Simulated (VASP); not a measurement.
Wanted: the native input for a VASP 6.6.1 run.

- Task: single point
- Functional: PBE
- Dispersion: D3(BJ)
- Potentials or basis: VASP PAW PBE potentials, release 64 (Ta_pv, C)
- Cutoff: 520 eV
- k mesh: 3 × 3 × 3
- Occupations: gaussian, width 0.05 eV
- Spin: no spin polarisation
- Dipole correction: no
- Further INCAR settings: LREAL = Auto; ALGO = Normal; EDIFF = 1e-06; NBANDS = 104

The structure of Ta16C (a cell with a defect) lies in POSCAR:

```
Ta16C
1.0
    6.6200000000      0.0000000000      0.0000000000
    0.0000000000      6.6200000000      0.0000000000
    0.0000000000      0.0000000000      6.6200000000
Ta C
16 1
Direct
   -0.0078407855      0.0007995468     -0.0005157100
    0.4992429003      0.0444975831     -0.0004009063
   -0.0078635952      0.4967685801     -0.0005131420
   -0.0084679758     -0.0084303625      0.4996152568
    0.2362222054      0.2487966767      0.2580157100
    0.4992626888      0.4530391239     -0.0003990937
    0.4936105740      0.0003645015      0.4995273414
    0.7582595166      0.2487753776      0.2616356495
   -0.0084975831      0.5060214502      0.4996175227
    0.2456306647      0.7487744713      0.2491318731
    0.2362936556      0.2487965257      0.7409927492
    0.4936300604      0.4972181269      0.4995288520
    0.7334975831      0.7487986405      0.2415607251
    0.7580971299      0.2487797583      0.7373228097
    0.2457814199      0.7487741692      0.7502045317
    0.7334000000      0.7488000000      0.7575725076
    0.4629667674      0.7487678248     -0.0003249245
```

The input as run:

INCAR

```
ALGO = Normal ; EDIFF = 1E-6
ENCUT = 520 ; GGA = PE
ISIF = 2 ; ISMEAR = 0
IVDW = 12 ; LASPH = True
LCHARG = False ; LREAL = Auto
LWAVE = False ; NBANDS = 104
NELM = 100 ; PREC = Accurate
SIGMA = 0.05
```

KPOINTS

```
k-points
0
Gamma
  3 3 3
```

Potentials or basis: VASP PAW PBE potentials, release 64 (Ta_pv, C).

The run is started by

```bash
$ cat potpaw_PBE.64/Ta_pv/POTCAR potpaw_PBE.64/C/POTCAR > POTCAR
$ mpirun -np 1 vasp_std > vasp.out
```

It gave:

The pressure is 2.3 GPa, the largest force is 1.071 eV/Å and the band gap on the k mesh is zero (bands 90 and 91 overlap by 1.39 eV). The dispersion energy per atom is -0.644 eV.

Caveat: spin-orbit coupling is left out, which moves the levels of the heavy elements.

Wall time 7.4 min on 1 thread of Intel(R) Xeon(R) 6975P-C (Granite Rapids), on a shared host, peak memory 0.51 GiB.
